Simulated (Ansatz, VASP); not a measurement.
## In: VASP beside Ansatz

Contents of INCAR:

```
PREC     = Accurate       # precision mode
ENCUT    = 520            # plane-wave cutoff, eV
EDIFF    = 1E-6           # SCF threshold, eV
ISMEAR   = -1             # smearing method
SIGMA    = 0.1            # smearing width, eV
LREAL    = F              # projectors in reciprocal space
LASPH    = T              # aspherical terms in the spheres
NELM     = 80             # most SCF steps
ALGO     = Normal         # electronic algorithm
ISIF     = 2              # what is computed and relaxed
LWAVE    = F              # write WAVECAR
LCHARG   = F              # write CHGCAR
GGA      = PS             # functional
NBANDS   = 26             # bands
```

File KPOINTS:

```
regular mesh
0
Gamma
  8 8 11
```

The input POSCAR:

```
In
1.0
    5.1894325431      0.0000000000      0.0000000000
   -2.5947162716      4.4941804135      0.0000000000
    0.0000000000      0.0000000000      3.2030207936
In
3
Direct
    0.0000000000      1.0000000000      0.0000000000
    0.3333333333      0.6666666667      0.5000000000
    0.6666666667      0.3333333333      0.5000000000
```

Input for Ansatz:

```yaml
crystal:
  lattice:
    - [5.1894325431, 0.0, 0.0]
    - [-2.5947162716, 4.4941804135, 0.0]
    - [0.0, 0.0, 3.2030207936]
  atoms:
    - { symbol: In, position: [0.0, 1.0, 0.0] }
    - { symbol: In, position: [0.3333333333, 0.6666666667, 0.5] }
    - { symbol: In, position: [0.6666666667, 0.3333333333, 0.5] }
hamiltonian:
  xc: pbesol
  pseudopotentials:
    kind: paw
    azcp:
      In: "pseudopotentials/In.paw.azcp"
basis:
  ecutwfc: 420
  fft_grid_basis: typed
kpoints:
  mp_grid: { grid: [8, 8, 11], shift: [0, 0, 0] }
magnetization:
  spin_polarized: false
scf:
  occupations: { method: fermi_dirac, width: 0.1 }
  lower_state_search: "off"
output:
  stress: true
  write_density: true
  write_potential: true
  elf: true
  volumetric_format: npy
```

Alike in both runs: task single point; functional PBEsol; k mesh 8 × 8 × 11; occupations fermi-dirac, width 0.1 eV; no spin polarisation.

|  | VASP | Ansatz |
| --- | --- | --- |
| version | VASP 6.6.1 | Ansatz 0.2.0 |
| potentials or method | VASP PAW PBE potentials, release 64 (In_d), cutoff 520 eV | plane waves (420 eV) with PAW, scalar-relativistic |
| valence electrons in the cell | 39 | 39 |

|  | VASP | Ansatz | Ansatz less VASP |
| --- | --- | --- | --- |
| pressure (GPa) | 1.9 | 2.0 | +0.08 |
| traceless stress, the component that is largest in VASP (GPa) | -0.22 | -0.22 | +0.003 |

VASP's potentials were made for PBE, not for PBEsol, and Ansatz warns of the same on its side. With one functional, cell and mesh, what is left measures potentials, basis and numerics.
